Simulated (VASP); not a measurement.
# Ga9N7 (a cell with a defect) in VASP: a series of runs

Ga9N7 (a cell with a defect) is run at these levels: PBE; tasks: single point.

Program: VASP 6.6.1. These are calculated values, not measurements. Logs are shortened: lines on timing, memory, paths and dates and some standing lists are left out, and cuts for length are marked.

## (1) The cell of the first run

The cell holds a defect, 16 atoms: a = 5.243 Å, b = 6.437 Å, c = 6.437 Å, α = 120.00°, β = 90.00°, γ = 90.00°.

## (2) Single point, PBE

Input file INCAR:

```
ALGO = Normal ; EDIFF = 1E-6
ENCUT = 520 ; GGA = PE
ISIF = 2 ; ISMEAR = 0
LASPH = True ; LCHARG = True
LELF = True ; LREAL = Auto
LVHAR = True ; LWAVE = False
NBANDS = 90 ; NELM = 60
PREC = Accurate ; SIGMA = 0.01
```

Input file KPOINTS:

```
k-points
0
Gamma
  3 3 3
```

Input file POSCAR:

```
Ga9N7
1.0
    0.0000000000      0.0000000000     -5.2431684262
    6.4367416346      0.0000000000      0.0000000000
   -3.2183708173     -5.5743817732      0.0000000000
Ga N
9 7
Direct
    0.6048574403      0.1666666667      0.3333333333
    0.4879511502      0.6677741054      0.3355482108
    0.4879511502      0.1644517892      0.8322258946
    0.4879511502      0.6677741054      0.8322258946
   -0.0188175469      0.7976964334      0.1488482167
   -0.0188175469      0.3511517833      0.1488482167
   -0.0146360618      0.8333333333      0.6666666667
   -0.0188175469      0.3511517833      0.7023035666
    0.1703812111      0.1666666667      0.3333333333
    0.1190136261      0.6701792740      0.3403585480
    0.1190136261      0.1596414520      0.8298207260
    0.1190136261      0.6701792740      0.8298207260
    0.6204861658      0.8104894392      0.1552447196
    0.6204861658      0.3447552804      0.1552447196
    0.6134972248      0.8333333333      0.6666666667
    0.6204861658      0.3447552804      0.6895105608
```

Potentials or basis: VASP PAW PBE potentials, release 64 (Ga_d, N).

Run with:

```bash
> cat potpaw_PBE.64/Ga_d/POTCAR potpaw_PBE.64/N/POTCAR > POTCAR
> mpirun -np 1 vasp_std > vasp.out
```

OUTCAR:

```text
EDIFF = 1E-6
   ENCUT = 520
   GGA = PE
   ISIF = 2
   ISMEAR = 0
   LASPH = True
   LREAL = Auto
   NELM = 60
   PREC = Accurate

 ion  position               nearest neighbor table
   1  0.605  0.167  0.333-  14 1.99  13 1.99  16 1.99   9 2.28   6 2.85   5 2.85   8 2.85
   2  0.488  0.668  0.336-  14 1.93  13 1.93  10 1.93  15 1.96
   3  0.488  0.164  0.832-  16 1.93  14 1.93  11 1.93  15 1.96
   4  0.488  0.668  0.832-  16 1.93  13 1.93  12 1.93  15 1.96
   5  0.981  0.798  0.149-  13 1.89  10 1.93  12 1.93   9 2.28   1 2.85   6 2.87   8 2.87
   6  0.981  0.351  0.149-  14 1.89  10 1.93  11 1.93   9 2.28   1 2.85   5 2.87   8 2.87
   7  0.985  0.833  0.667-  12 1.95  11 1.95  10 1.95  15 1.95
   8  0.981  0.351  0.702-  16 1.89  11 1.93  12 1.93   9 2.28   1 2.85   5 2.87   6 2.87
   9  0.170  0.167  0.333-   1 2.28   6 2.28   5 2.28   8 2.28
  10  0.119  0.670  0.340-   5 1.93   6 1.93   2 1.93   7 1.95
  11  0.119  0.160  0.830-   8 1.93   6 1.93   3 1.93   7 1.95
  12  0.119  0.670  0.830-   8 1.93   5 1.93   4 1.93   7 1.95
  13  0.620  0.810  0.155-   5 1.89   2 1.93   4 1.93   1 1.99
  14  0.620  0.345  0.155-   6 1.89   2 1.93   3 1.93   1 1.99
  15  0.613  0.833  0.667-   7 1.95   4 1.96   3 1.96   2 1.96
  16  0.620  0.345  0.690-   8 1.89   4 1.93   3 1.93   1 1.99

  LATTYP: Found a hexagonal cell.
 ALAT       =     6.4367416346
 C/A-ratio  =     0.8145687250

  Lattice vectors:

 A1 = (   6.4367416346,   0.0000000000,   0.0000000000)
 A2 = (  -3.2183708173,  -5.5743817732,   0.0000000000)
 A3 = (   0.0000000000,   0.0000000000,  -5.2431684262)

Analysis of symmetry for initial positions (statically):
=====================================================================
 Subroutine PRICEL returns:
 Original cell was already a primitive cell.

 Routine SETGRP: Setting up the symmetry group for a
 hexagonal supercell.

 Subroutine GETGRP returns: Found  6 space group operations
 (whereof  2 operations were pure point group operations)
 out of a pool of 24 trial point group operations.

The static configuration has the point symmetry C_1h.
 The point group associated with its full space group is C_3v.

Analysis of symmetry for dynamics (positions and initial velocities):
=====================================================================
 Subroutine PRICEL returns:
 Original cell was already a primitive cell.

 Routine SETGRP: Setting up the symmetry group for a
 hexagonal supercell.

 Subroutine GETGRP returns: Found  6 space group operations
 (whereof  2 operations were pure point group operations)
 out of a pool of 24 trial point group operations.

The dynamic configuration has the point symmetry C_1h.
 The point group associated with its full space group is C_3v.

 Subroutine INISYM returns: Found  6 space group operations
 (whereof  2 operations are pure point group operations),
 and found     1 'primitive' translations

----------------------------------------------------------------------------------------

                                     Primitive cell

  volume of cell :     188.1294

  direct lattice vectors                    reciprocal lattice vectors
     0.000000000  0.000000000 -5.243168426     0.000000000  0.000000000 -0.190724371
     6.436741635  0.000000000  0.000000000     0.155358108 -0.089696045  0.000000000
    -3.218370817 -5.574381773  0.000000000     0.000000000 -0.179392091  0.000000000

  length of vectors
     5.243168426  6.436741635  6.436741635     0.190724371  0.179392091  0.179392091

  position of ions in fractional coordinates (direct lattice)
     0.604857440  0.166666667  0.333333333
     0.487951150  0.667774105  0.335548211
     0.487951150  0.164451789  0.832225895
     0.487951150  0.667774105  0.832225895
     0.981182453  0.797696433  0.148848217
     0.981182453  0.351151783  0.148848217
[... 8 lines left out ...]
     0.613497225  0.833333333  0.666666667
     0.620486166  0.344755280  0.689510561

  ion indices of the primitive-cell ions
   primitive index   ion index
                 1           1
                 2           2
                 3           3
                 4           4
                 5           5
                 6           6
[... 8 lines left out ...]
                15          15
                16          16

----------------------------------------------------------------------------------------

 KPOINTS: k-points

Automatic generation of k-mesh.
 Grid dimensions read from file:
 generate k-points for:    3    3    3

 Generating k-lattice:

  Cartesian coordinates                     Fractional coordinates (reciprocal lattice)
     0.000000000  0.000000000 -0.063574790     0.333333333  0.000000000  0.000000000
     0.051786036 -0.029898682  0.000000000     0.000000000  0.333333333  0.000000000
     0.000000000 -0.059797364  0.000000000     0.000000000  0.000000000  0.333333333

  Length of vectors
     0.063574790  0.059797364  0.059797364

  Shift w.r.t. Gamma in fractional coordinates (k-lattice)
     0.000000000  0.000000000  0.000000000

 Subroutine IBZKPT returns following result:
 ===========================================

 Found      7 irreducible k-points:

 Following reciprocal coordinates:
            Coordinates               Weight
  0.000000  0.000000  0.000000      1.000000
  0.333333  0.000000  0.000000      2.000000
  0.000000  0.333333  0.000000      6.000000
  0.333333  0.333333  0.000000      6.000000
  0.333333  0.000000  0.333333      6.000000
  0.000000  0.333333  0.333333      2.000000
  0.333333  0.333333  0.333333      4.000000
   k-points           NKPTS =      7   k-points in BZ     NKDIM =      7   number of bands    NBANDS=     90
   number of dos      NEDOS =    301   number of ions     NIONS =     16
   total plane-waves  NPLWV =  92160
   dimension x,y,z NGX =    40 NGY =   48 NGZ =   48
   dimension x,y,z NGXF=    80 NGYF=   96 NGZF=   96
   ions per type =               9   7
   NGX,Y,Z   is equivalent  to a cutoff of  12.68, 12.40, 12.40 a.u.
   NGXF,Y,Z  is equivalent  to a cutoff of  25.37, 24.79, 24.79 a.u.
 SYSTEM =  unknown system
   PREC   = accura    normal or accurate (medium, high low for compatibility)
   ISTART =      0    job   : 0-new  1-cont  2-samecut
   ICHARG =      2    charge: 1-file 2-atom 10-const
   ISPIN  =      1    spin polarized calculation?
   LNONCOLLINEAR =      F non collinear calculations
   LSORBIT =      F    spin-orbit coupling
   LASPH  =      T    aspherical Exc in radial PAW
   ENCUT  =  520.0 eV  38.22 Ry    6.18 a.u.   9.75 11.97 11.97*2*pi/ulx,y,z
   NELM   =     60;   NELMIN=  2; NELMDL= -5     # of ELM steps
   EDIFF  = 0.1E-05   stopping-criterion for ELM
   LREAL  =      T    real-space projection
   EDIFFG = 0.1E-04   stopping-criterion for IOM
   NSW    =      0    number of steps for IOM
   IBRION =     -1    ionic relax: 0-MD 1-quasi-New 2-CG
   NFREE  =      0    steps in history (QN), initial steepest desc. (CG)
   ISIF   =      2    stress and relaxation
   ISYM   =      2    0-nonsym 1-usesym 2-fastsym
   POTIM  = 0.5000    time-step for ionic-motion
   TEBEG  =    0.0;   TEEND  =   0.0 temperature during run
   PSTRESS=    0.0 pullay stress
   NELECT =     152.0000    total number of electrons
   NUPDOWN=      -1.0000    fix difference up-down
   EMIN   =  10.00;   EMAX   =-10.00  energy-range for DOS
   EFERMI =   0.00;   METHOD = LEGACY
   ISMEAR =     0;   SIGMA  =   0.01  broadening in eV -4-tet -1-fermi 0-gaus
   EFERMI_NEDOS =   21; number of points for ismear=-14 and -15
   IALGO  =     38    algorithm
   IMIX   =      4    mixing-type and parameters
     AMIX     =   0.40;   BMIX     =  1.00
     AMIX_MAG =   1.60;   BMIX_MAG =  1.00
  volume/ion in A,a.u.               =      11.76        79.35
  Fermi-wavevector in a.u.,A,eV,Ry     =   1.524768  2.881394 31.632431  2.324918
  Thomas-Fermi vector in A             =   2.633030
   LORBIT       =      0    0 simple, 1 ext, 2 COOP (PROOUT), +10 PAW based schemes
   GGA     = PE    functional components
   LHFCALC =     F    Hartree Fock is set to
   AEXX    =    0.0000 exact exchange contribution
   IVDW    =     0    specifies the selected vdW correction
   LEPSILON=     F    determine dielectric tensor
   LRPA    =     F    only Hartree local field effects (RPA)
 non-spin polarized calculation
 Gauss-broadening in eV      SIGMA  =   0.01
  energy-cutoff  :      520.00
  volume of cell :      188.13
 maximum number of plane-waves:      5076
 NGX is ok and might be reduce to    40
   NGX = 19   NGY = 23   NGZ = 23

 number of electron     151.9999966 magnetization

 Free energy of the ion-electron system (eV)
  ---------------------------------------------------
  ext. energy  EPLUGINS =         0.00000000
  ---------------------------------------------------
  free energy    TOTEN  =       -85.65055259 eV

  energy without entropy =      -85.64988680  energy(sigma->0) =      -85.65021969

 E-fermi :   7.1399     XC(G=0): -11.7904

 val. band max:        6.9789852705   @ k =   0.3333   0.0000   0.3333
 cond. band min:       7.1446336825   @ k =   0.3333   0.3333   0.3333
 fundamental gap:      0.1656484120
 Fermi energy:         7.1398643197

 k-point     1 :       0.0000    0.0000    0.0000
  band No.  band energies     occupation
      1     -10.6082      2.00000
      2      -9.8394      2.00000
      3      -9.8394      2.00000
      4      -9.7718      2.00000
      5      -9.5765      2.00000
      6      -9.5585      2.00000
[... 80 lines left out ...]
     87      11.7280      0.00000
     88      13.5532      0.00000

 k-point     2 :       0.3333    0.0000    0.0000
  band No.  band energies     occupation
      1     -10.3458      2.00000
      2      -9.9018      2.00000
      3      -9.7753      2.00000
      4      -9.7753      2.00000
      5      -9.5573      2.00000
      6      -9.5573      2.00000
[... 444 lines left out ...]
     87      12.7768      0.00000
     88      12.8964      0.00000

 k-point     7 :       0.3333    0.3333    0.3333
  band No.  band energies     occupation
      1     -10.0248      2.00000
      2      -9.9529      2.00000
      3      -9.8047      2.00000
      4      -9.6922      2.00000
      5      -9.6797      2.00000
      6      -9.6362      2.00000
[... 80 lines left out ...]
     87      12.6040      0.00000
     88      12.7139      0.00000
 [bands above 88 left out]

------------------------ aborting loop because EDIFF is reached ----------------------------------------

  FORCE on cell =-STRESS in cart. coord.  units (eV):
  Direction    XX          YY          ZZ          XY          YZ          ZX
  --------------------------------------------------------------------------------------
  -------------------------------------------------------------------------------------
  Total       18.0150301     18.0150301     24.4061628      0.0000000      0.0000000     -0.0000000
  in kB      153.4224733    153.4224733    207.8516572      0.0000000      0.0000000     -0.0000000
  external PRESSURE =     171.5655346 kB  Pullay stress =       0.0000000 kB

 VOLUME and BASIS-vectors are now :
 -----------------------------------------------------------------------------
  energy-cutoff  :      520.00
  volume of cell :      188.13
      direct lattice vectors                 reciprocal lattice vectors
     0.000000000  0.000000000 -5.243168426     0.000000000  0.000000000 -0.190724371
     6.436741635  0.000000000  0.000000000     0.155358108 -0.089696045  0.000000000
    -3.218370817 -5.574381773  0.000000000     0.000000000 -0.179392091  0.000000000

 POSITION                                       TOTAL-FORCE (eV/Angst)
 -----------------------------------------------------------------------------------
      0.00000     -1.85813     -3.17137         0.000000      0.000000      0.003165
      3.21837     -1.87047     -2.55841        -0.000000      0.003628      0.003608
     -1.61988     -4.63914     -2.55841         0.003142     -0.001814      0.003608
      1.61988     -4.63914     -2.55841        -0.003142     -0.001814      0.003608
      4.65552     -0.82974     -5.14450        -0.002347      0.001355      0.010797
      1.78122     -0.82974     -5.14450         0.002347      0.001355      0.010797
[... 8 lines left out ...]
      3.21837     -3.71625     -3.21667         0.000000      0.000000     -0.001411
      0.00000     -3.84360     -3.25331        -0.000000     -0.013445     -0.007104
 -----------------------------------------------------------------------------------
    total drift:                                0.000008      0.000014      0.001446

  FREE ENERGIE OF THE ION-ELECTRON SYSTEM (eV)
  ---------------------------------------------------
  free  energy   TOTEN  =       -85.6505525855 eV

  energy  without entropy=      -85.6498868019  energy(sigma->0) =      -85.65021969
```

Run time: 4.2 min. Hardware: 1 thread of AMD EPYC 7R43 (Zen 3), shared host; peak memory 0.29 GiB.

Results:

| Item | Value |
| --- | --- |
| Free energy | -85.6506 eV |
| Pressure | 17.2 GPa |
| Largest force | 0.017 eV/Å |
| Band gap on the k mesh | zero (band 76 reaches 8.08 eV, above the bottom of band 77 at 6.88 eV) |

Forces in eV/Å, atoms in the order of the input:
```
Ga   0.000  0.000  0.003
Ga   0.000  0.004  0.004
Ga   0.003 -0.002  0.004
Ga  -0.003 -0.002  0.004
Ga  -0.002  0.001  0.011
Ga   0.002  0.001  0.011
Ga   0.000  0.000 -0.001
Ga   0.000 -0.003  0.011
Ga   0.000  0.000 -0.017
N    0.000  0.000 -0.002
N    0.000  0.000 -0.002
N    0.000  0.000 -0.002
N   -0.012  0.007 -0.007
N    0.012  0.007 -0.007
N    0.000  0.000 -0.001
N    0.000 -0.013 -0.007
```

Caveat: the k points lie up to 0.40 Å⁻¹ apart.

## (3) Single point, PBE

Input file INCAR:

```
  PREC = Accurate
  ENCUT = 520
  EDIFF = 1E-6
  ISMEAR = 0
  SIGMA = 0.01
  LREAL = Auto
  LASPH = True
  NELM = 100
  ALGO = Normal
  ISIF = 2
  LWAVE = False
  LCHARG = False
  GGA = PE
  NBANDS = 90
  NELECT = 154.0
```

Input file KPOINTS:

```
regular mesh
0
Gamma
  3 3 3
```

Input file POSCAR:

```
Ga9N7
1.0
    0.0000000000      0.0000000000     -5.2431684262
    6.4367416346      0.0000000000      0.0000000000
   -3.2183708173     -5.5743817732      0.0000000000
Ga N
9 7
Direct
    0.5945431546      0.1666666667      0.3333333333
    0.4833315591      0.6659660079      0.3319320158
    0.4833315591      0.1680679842      0.8340339921
    0.4833315591      0.6659660079      0.8340339921
   -0.0109850145      0.8116089587      0.1558044793
   -0.0109850145      0.3441955207      0.1558044793
   -0.0088599674      0.8333333333      0.6666666667
   -0.0109850145      0.3441955207      0.6883910413
    0.1643495737      0.1666666667      0.3333333333
    0.1169444613      0.6694471556      0.3388943113
    0.1169444613      0.1611056887      0.8305528444
    0.1169444613      0.6694471556      0.8305528444
    0.6228061374      0.8068385389      0.1534192694
    0.6228061374      0.3465807306      0.1534192694
    0.6136758091      0.8333333333      0.6666666667
    0.6228061374      0.3465807306      0.6931614611
```

Potentials or basis: VASP PAW PBE potentials, release 64 (Ga_d, N).

Run with:

```bash
> cat potpaw_PBE.64/Ga_d/POTCAR potpaw_PBE.64/N/POTCAR > POTCAR
> mpirun -np 1 vasp_std > vasp.out
```

Wall time 5.4 min (1 thread of AMD EPYC 7R43 (Zen 3), shared host); peak memory 0.28 GiB.

The run converged. Its results:

```yaml
Free_energy: -70.1051 eV
Largest_force: 0.018 eV/Å
```

Forces on the atoms (eV/Å):
```
Ga   0.000  0.000  0.000
Ga   0.000  0.011 -0.008
Ga   0.009 -0.005 -0.008
Ga  -0.009 -0.005 -0.008
Ga   0.008 -0.005 -0.009
Ga  -0.008 -0.005 -0.009
Ga   0.000  0.000 -0.001
Ga   0.000  0.009 -0.009
Ga   0.000  0.000  0.001
N    0.000  0.004  0.007
N    0.004 -0.002  0.007
N   -0.004 -0.002  0.007
N   -0.014  0.008  0.007
N    0.014  0.008  0.007
N    0.000  0.000  0.005
N    0.000 -0.016  0.007
```

Levels at points of the mesh, in eV from the Fermi level:
| k point | band 73 | band 74 | band 75 | band 76 | band 77 | band 78 | band 79 | band 80 | band 81 | band 82 |
| --- | --- | --- | --- | --- | --- | --- | --- | --- | --- | --- |
| (0.00, 0.00, 0.00) | -3.56 | -3.56 | -1.97 | -0.78 | -0.03 | -0.03 | 0.59 | 1.02 | 1.84 | 1.84 |

Caveat: the k points lie up to 0.40 Å⁻¹ apart; the cell carries a net charge on a neutralising background, which shifts energy and pressure; the cell is charged against a uniform background, so pressure and absolute levels hang on convention.

[end of part 1 of 2]
